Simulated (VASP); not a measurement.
Crystal: KNd2Sb3.

```
CELL_PARAMETERS angstrom
4.33741 0.00000 0.00000
0.00000 4.33741 0.00000
0.00000 0.00000 9.55540
ATOMIC_POSITIONS crystal
K 0.00000 0.00000 0.00000
Nd 0.00000 0.50000 0.73761
Nd 0.50000 0.00000 0.26239
Sb 0.50000 0.50000 0.00000
Sb 0.00000 0.50000 0.37863
Sb 0.50000 0.00000 0.62137
```

The cell was generated, and may not be a known phase.

```yaml
Program: VASP 6.6.1
Task: relaxation of cell and atoms
Functional: PBE
Potentials_or_basis: VASP PAW PBE potentials, release 64 (K_sv, Nd_3, Sb), 4f in core
Cutoff: 500 eV
k_mesh: 4 × 4 × 2
Occupations: gaussian, width 0.2 eV
Spin: no spin polarisation
```

At the start: pressure 3.5 GPa; volume 29.96 Å³/atom.

How do energy, volume and symmetry change on relaxing?

Over 13 steps the energy falls by 256.5 meV/atom and the volume is 31.44 Å³/atom (+4.9 %); space group P-4m2 (No. 115, to 0.1 Å) before and after.

The path:
```csv
step,energy change (eV),largest force (eV/Å),pressure (GPa),volume (Å³)
1,0.0000,1.1470,3.48,179.77
2,-0.2978,1.0407,-1.03,197.15
3,-0.2998,1.0337,-1.34,198.75
4,-0.4903,0.8802,-1.05,197.20
5,-0.8332,1.4661,0.46,192.09
6,-0.9878,1.3590,0.32,192.52
7,-1.3148,1.0305,-0.11,193.81
8,-1.1828,1.2206,-0.77,196.33
9,-1.4076,0.7244,-0.44,194.77
10,-1.5140,0.2055,-0.12,191.70
11,-1.5140,0.2006,-0.12,191.66
12,-1.5286,0.1474,-0.05,190.62
13,-1.5392,0.0360,0.13,188.66
```

Final structure:
```xyz
6
Lattice="4.6324 0.0000 0.0000 0.0000 4.6324 0.0000 0.0000 0.0000 8.7918" Properties=species:S:1:pos:R:3 pbc="T T T"
K     0.0000    0.0000    0.0000
Nd    0.0000    2.3162    5.9062
Nd    2.3162    0.0000    2.8856
Sb    2.3162    2.3162    0.0000
Sb    0.0000    2.3162    2.7741
Sb    2.3162    4.6324    6.0177
```

Caveat: the k points lie up to 0.36 Å⁻¹ apart in the final cell; the relaxation stopped at a loose force limit of 0.08 eV/Å, so its end isn't a converged minimum.
